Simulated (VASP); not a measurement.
# MgS (sol2) (Immm) in VASP: further runs

Runs on MgS (sol2). Level: PBEsol. Tasks: single point.

All numbers are computed with VASP 6.6.1; they aren't measurements. Logs are shortened: lines on timing, memory, paths and dates and some standing lists are left out, and cuts for length are marked.

## 1. The cell of the first run

Symmetry: Immm, No. 71, orthorhombic system. Conventional cell: a = 3.655 Å, b = 3.701 Å, c = 5.169 Å, α = 90.00°, β = 90.00°, γ = 90.00°. Within 3.4 Å of Mg (site symmetry mmm) lie 6 S at 2.58 to 2.60 Å. S (site symmetry mmm) has 6 Mg at 2.58 to 2.60 Å within 3.4 Å.

## 2. Single point, PBEsol (strained cell)

Input file INCAR:

```
ALGO = Normal
EDIFF = 1E-6
ENCUT = 600
GGA = PS
GGA_COMPAT = False
ISIF = 2
ISMEAR = 0
LASPH = True
LCHARG = True
LELF = True
LREAL = False
LVHAR = True
LWAVE = False
NBANDS = 11
NELM = 120
PREC = Accurate
SIGMA = 0.02
```

Input file KPOINTS:

```
k-points
0
Gamma
  6 6 6
```

Input file POSCAR:

```
MgS
1.0
    0.0161950627      2.6009270768      2.5847320141
    2.6009270768      0.0161950627      2.5847320141
    2.6171221396      2.6171221396      0.0000000001
Mg S
1 1
Direct
    0.0000000000      0.0000000000      0.0000000000
    0.5000000000      0.5000000000      0.5000000000
```

Potentials or basis: VASP PAW PBE potentials, release 64 (Mg, S).

Command:

```
$ cat potpaw_PBE.64/Mg/POTCAR potpaw_PBE.64/S/POTCAR > POTCAR
$ mpirun -np 1 vasp_std > vasp.out
```

OUTCAR:

```text
EDIFF = 1E-6
   ENCUT = 600
   GGA = PS
   ISIF = 2
   ISMEAR = 0
   LASPH = True
   LREAL = False
   NELM = 120
   PREC = Accurate

 ion  position               nearest neighbor table
   1  0.000  0.000  0.000-   2 2.58   2 2.58   2 2.60   2 2.60   2 2.60   2 2.60
   2  0.500  0.500  0.500-   1 2.58   1 2.58   1 2.60   1 2.60   1 2.60   1 2.60

  LATTYP: Found a body centered orthorhombic cell.
 ALAT       =     3.6553630694
 B/A-ratio  =     1.0125313283
 C/A-ratio  =     1.4142135623

  Lattice vectors:

 A1 = (   2.6009270769,   0.0161950628,  -2.5847320140)
 A2 = (  -2.6009270768,  -0.0161950627,  -2.5847320141)
 A3 = (   0.0161950627,   2.6009270768,   2.5847320141)

Analysis of symmetry for initial positions (statically):
=====================================================================
 Subroutine PRICEL returns:
 Original cell was already a primitive cell.

 Routine SETGRP: Setting up the symmetry group for a
 body centered orthorhombic supercell.

 Subroutine GETGRP returns: Found  8 space group operations
 (whereof  8 operations were pure point group operations)
 out of a pool of  8 trial point group operations.

The static configuration has the point symmetry D_2h.

Analysis of symmetry for dynamics (positions and initial velocities):
=====================================================================
 Subroutine PRICEL returns:
 Original cell was already a primitive cell.

 Routine SETGRP: Setting up the symmetry group for a
 body centered orthorhombic supercell.

 Subroutine GETGRP returns: Found  8 space group operations
 (whereof  8 operations were pure point group operations)
 out of a pool of  8 trial point group operations.

The dynamic configuration has the point symmetry D_2h.

 Subroutine INISYM returns: Found  8 space group operations
 (whereof  8 operations are pure point group operations),
 and found     1 'primitive' translations

----------------------------------------------------------------------------------------

                                     Primitive cell

  volume of cell :      34.9691

  direct lattice vectors                    reciprocal lattice vectors
     0.016195063  2.600927077  2.584732014    -0.193443652  0.193443652  0.193443652
     2.600927077  0.016195063  2.584732014     0.193443652 -0.193443652  0.193443652
     2.617122140  2.617122140  0.000000000     0.191049547  0.191049547 -0.193443652

  length of vectors
     3.666868354  3.666868354  3.701169624     0.335054234  0.335054234  0.332295509
[... 90 lines left out ...]
   TEBEG  =    0.0;   TEEND  =   0.0 temperature during run
   PSTRESS=    0.0 pullay stress
   NELECT =       8.0000    total number of electrons
   NUPDOWN=      -1.0000    fix difference up-down
   EMIN   =  10.00;   EMAX   =-10.00  energy-range for DOS
   EFERMI =   0.00;   METHOD = LEGACY
   ISMEAR =     0;   SIGMA  =   0.02  broadening in eV -4-tet -1-fermi 0-gaus
   EFERMI_NEDOS =   21; number of points for ismear=-14 and -15
   IALGO  =     38    algorithm
   IMIX   =      4    mixing-type and parameters
     AMIX     =   0.40;   BMIX     =  1.00
     AMIX_MAG =   1.60;   BMIX_MAG =  1.00
  volume/ion in A,a.u.               =      17.48       117.99
  Fermi-wavevector in a.u.,A,eV,Ry     =   1.001251  1.892091 13.639901  1.002504
  Thomas-Fermi vector in A             =   2.133661
   LORBIT       =      0    0 simple, 1 ext, 2 COOP (PROOUT), +10 PAW based schemes
   GGA     = PS    functional components
   LHFCALC =     F    Hartree Fock is set to
   AEXX    =    0.0000 exact exchange contribution
   IVDW    =     0    specifies the selected vdW correction
   LEPSILON=     F    determine dielectric tensor
   LRPA    =     F    only Hartree local field effects (RPA)
 non-spin polarized calculation
 Gauss-broadening in eV      SIGMA  =   0.02
  energy-cutoff  :      600.00
  volume of cell :       34.97
 maximum number of plane-waves:      1195
 NGX is ok and might be reduce to    30
   NGX = 15   NGY = 15   NGZ = 15

 number of electron       7.9999999 magnetization

 Free energy of the ion-electron system (eV)
  ---------------------------------------------------
  ext. energy  EPLUGINS =         0.00000000
  ---------------------------------------------------
  free energy    TOTEN  =        -9.07089545 eV

  energy without entropy =       -9.07089545  energy(sigma->0) =       -9.07089545

 E-fermi :   3.9730     XC(G=0):  -9.8655

 val. band max:        3.8080308707   @ k =   0.0000   0.0000   0.0000
 cond. band min:       6.4302149503   @ k =   0.5000   0.5000   0.0000
 fundamental gap:      2.6221840796
 Fermi energy:         3.9730398996

 k-point     1 :       0.0000    0.0000    0.0000
  band No.  band energies     occupation
      1      -8.9824      2.00000
      2       3.6953      2.00000
      3       3.7228      2.00000
      4       3.8080      2.00000
      5       7.3867      0.00000
      6      11.4631      0.00000
      7      11.6357      0.00000
      8      11.6744      0.00000
      9      14.0173      0.00000
     10      14.1025      0.00000
     11      16.0492      0.00000
[... 309 lines left out ...]
 k-point    24 :       0.5000    0.5000    0.1667
  band No.  band energies     occupation
      1      -7.3600      2.00000
      2      -0.2769      2.00000
      3       1.3119      2.00000
      4       2.3066      2.00000
      5       7.3997      0.00000
      6       9.1489      0.00000
      7      13.7182      0.00000
      8      14.0268      0.00000
      9      16.5223      0.00000
     10      18.4813      0.00000
     11      19.7209      0.00000

 [... further k-points ...]

------------------------ aborting loop because EDIFF is reached ----------------------------------------

  FORCE on cell =-STRESS in cart. coord.  units (eV):
  Direction    XX          YY          ZZ          XY          YZ          ZX
  --------------------------------------------------------------------------------------
  -------------------------------------------------------------------------------------
  Total       -0.1702412     -0.1702412     -0.0245407     -0.1452866     -0.0000000     -0.0000000
  in kB       -7.7999219     -7.7999219     -1.1243780     -6.6565788     -0.0000000     -0.0000000
  external PRESSURE =      -5.5747406 kB  Pullay stress =       0.0000000 kB

 VOLUME and BASIS-vectors are now :
 -----------------------------------------------------------------------------
  energy-cutoff  :      600.00
  volume of cell :       34.97
      direct lattice vectors                 reciprocal lattice vectors
     0.016195063  2.600927077  2.584732014    -0.193443652  0.193443652  0.193443652
     2.600927077  0.016195063  2.584732014     0.193443652 -0.193443652  0.193443652
     2.617122140  2.617122140  0.000000000     0.191049547  0.191049547 -0.193443652

 POSITION                                       TOTAL-FORCE (eV/Angst)
 -----------------------------------------------------------------------------------
      0.00000      0.00000      0.00000        -0.000000      0.000000     -0.000000
      2.61712      2.61712      2.58473         0.000000     -0.000000      0.000000
 -----------------------------------------------------------------------------------
    total drift:                               -0.000000     -0.000000      0.000000

  FREE ENERGIE OF THE ION-ELECTRON SYSTEM (eV)
  ---------------------------------------------------
  free  energy   TOTEN  =        -9.0708954518 eV

  energy  without entropy=       -9.0708954518  energy(sigma->0) =       -9.07089545
```

Wall time 12 s (1 thread of Intel Xeon 6975P-C (Granite Rapids), shared host); peak memory 0.17 GiB.

What came out:

* Free energy: -9.0709 eV
* Pressure: -0.6 GPa
* Band gap on the k mesh: 2.62 eV, indirect (least direct gap 3.58 eV)

Caveat: the cell differs from its parent crystal (strained cell); the PAW data sets were made with another functional, which shifts forces and pressure a little. A k mesh can miss the band edges.

## 3. Single point, PBEsol (strained cell)

Input file INCAR:

```
SYSTEM = MgS
PREC = Accurate ; ENCUT = 600
EDIFF = 1E-6 ; ISMEAR = 0
SIGMA = 0.02 ; LREAL = .FALSE.
LASPH = .TRUE. ; NELM = 120
ALGO = Normal ; ISIF = 2
LWAVE = .FALSE. ; LCHARG = .TRUE.
GGA = PS ; LELF = .TRUE.
LVHAR = .TRUE. ; NBANDS = 11
GGA_COMPAT = .FALSE.
```

Input file KPOINTS:

```
regular mesh
0
G
  6 6 6
  0 0 0
```

Input file POSCAR:

```
MgS
1.0
    0.0156060791      2.6015160605      2.5859745410
    2.6015160605      0.0156060791      2.5859745410
    2.6171221396      2.6171221396      0.0000000000
Mg S
1 1
Direct
    0.0000000000      0.0000000000      0.0000000000
    0.5000000000      0.5000000000      0.5000000000
```

Potentials or basis: VASP PAW PBE potentials, release 64 (Mg, S).

Command:

```
$ cat potpaw_PBE.64/Mg/POTCAR potpaw_PBE.64/S/POTCAR > POTCAR
$ mpirun -np 1 vasp_std > vasp.out
```

Run time: 13 s. Hardware: 1 thread of Intel Xeon 6975P-C (Granite Rapids), shared host; peak memory 0.17 GiB.

Results (log left out):

* Free energy: -9.0709 eV
* Pressure: -0.6 GPa
* Band gap on the k mesh: 2.62 eV, indirect (least direct gap 3.57 eV)

Stress tensor (GPa, compression positive):
```
-0.84 -0.64  0.00
-0.64 -0.84  0.00
 0.00  0.00 -0.20
```

Levels at points of the mesh, in eV from the valence-band top:
```tsv
k point	band 1	band 2	band 3	band 4	band 5	band 6	band 7	band 8	band 9
(0.00, 0.00, 0.00)	-12.78	-0.11	-0.08	0.00	3.57	7.66	7.83	7.87	10.21
(0.50, 0.00, 0.00)	-11.42	-4.97	-0.73	-0.67	4.30	6.65	6.80	10.06	11.96
(0.50, 0.50, 0.00)	-11.04	-4.35	-1.88	-1.73	2.62	4.15	11.91	12.79	13.21
(0.00, 0.00, 0.50)	-11.46	-5.01	-0.66	-0.63	4.39	6.81	6.82	10.08	11.92
(0.50, 0.00, 0.50)	-11.06	-4.36	-1.80	-1.75	2.66	4.17	11.83	12.76	13.20
```

Caveat: the cell differs from its parent crystal (strained cell); the PAW data sets were made with another functional, which shifts forces and pressure a little. A k mesh can miss the band edges.

## 4. Single point, PBEsol (strained cell)

Input file INCAR:

```
ALGO     = Normal         # electronic algorithm
EDIFF    = 1E-6           # SCF threshold, eV
ENCUT    = 600            # plane-wave cutoff, eV
GGA      = PS             # functional
GGA_COMPAT= F            
ISIF     = 2              # what is computed and relaxed
ISMEAR   = 0              # smearing method
LASPH    = T              # aspherical terms in the spheres
LCHARG   = F              # write CHGCAR
LREAL    = F              # projectors in reciprocal space
LWAVE    = F              # write WAVECAR
NBANDS   = 11             # bands
NELM     = 120            # most SCF steps
PREC     = Accurate       # precision mode
SIGMA    = 0.02           # smearing width, eV
```

Input file KPOINTS:

```
k-points
0
Gamma
  6 6 6
```

Input file POSCAR:

```
MgS
1.0
    0.0157311411      2.6013909985      2.5856978984
    2.6013909985      0.0157311411      2.5856978984
    2.6171221396      2.6171221396      0.0000000000
Mg S
1 1
Direct
    0.0000000000      0.0000000000      0.0000000000
    0.5000000000      0.5000000000      0.5000000000
```

Command:

```
$ cat potpaw_PBE.64/Mg/POTCAR potpaw_PBE.64/S/POTCAR > POTCAR
$ mpirun -np 1 vasp_std > vasp.out
```

Run time: 11 s. Hardware: 1 thread of Intel Xeon 6975P-C (Granite Rapids), shared host; peak memory 0.17 GiB.

The run converged. Its results:

| Property | Result |
| --- | --- |
| Free energy | -9.0709 eV |
| Pressure | -0.6 GPa |
| Band gap on the k mesh | 2.62 eV, indirect (least direct gap 3.58 eV) |

Stress tensor (GPa, compression positive):
```
-0.83 -0.65  0.00
-0.65 -0.83  0.00
 0.00  0.00 -0.19
```

Levels at points of the mesh, in eV from the valence-band top:
```csv
k point,band 1,band 2,band 3,band 4,band 5,band 6,band 7,band 8,band 9
"(0.00, 0.00, 0.00)",-12.78,-0.11,-0.08,0.00,3.58,7.66,7.83,7.87,10.21
"(0.50, 0.00, 0.00)",-11.43,-4.97,-0.73,-0.67,4.30,6.65,6.80,10.06,11.96
"(0.50, 0.50, 0.00)",-11.04,-4.36,-1.88,-1.73,2.62,4.15,11.91,12.79,13.21
"(0.00, 0.00, 0.50)",-11.46,-5.01,-0.66,-0.63,4.39,6.81,6.82,10.08,11.92
"(0.50, 0.00, 0.50)",-11.07,-4.36,-1.80,-1.75,2.66,4.16,11.83,12.76,13.20
```

Caveat: the cell differs from its parent crystal (strained cell); the PAW data sets were made with another functional, which shifts forces and pressure a little. A k mesh can miss the band edges.
